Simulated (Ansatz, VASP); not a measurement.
## One calculation of Mg2CdS3, two programs

```
Mg Cd S
1.0
     3.76405    0.00000    0.00000
    -1.88202    3.25976    0.00000
     0.00000    0.00000    9.23287
Mg Cd S
2 1 3
Direct
  0.33333 0.66667 0.66207
  0.66667 0.33333 0.33793
  0.00000 0.00000 0.00000
  0.00000 0.00000 0.50000
  0.33333 0.66667 0.17790
  0.66667 0.33333 0.82210
```

Alike in both runs: functional PBE; k mesh 12 × 12 × 4; occupations gaussian, width 0.02 eV; no spin polarisation.

Ansatz relaxed the structure, and its values are those at the end. VASP's run is a single point on that final structure, the one shown.

|  | VASP | Ansatz |
| --- | --- | --- |
| version | VASP 6.6.1 | Ansatz 0.2.0 |
| potentials or method | VASP PAW PBE potentials, release 64 (Mg, Cd, S), cutoff 520 eV | scalar-relativistic, plane waves, PAW |
| valence electrons in the cell | 34 | 58 |

|  | VASP | Ansatz | Ansatz less VASP |
| --- | --- | --- | --- |
| gap on the k mesh at the Fermi level (eV) | 1.68 | 1.69 | +0.012 |
| least direct gap on the mesh (eV) | 2.29 | 2.30 | +0.010 |
| pressure (GPa) | 0.0 | 0.0 | +0.03 |
| rms of the force components (eV/Å) | 0.017 | 0.000 | -0.0167 |

VASP's potentials hold 34 valence electrons a cell and Ansatz's 58, so a difference there can come from the potentials and not from the codes.
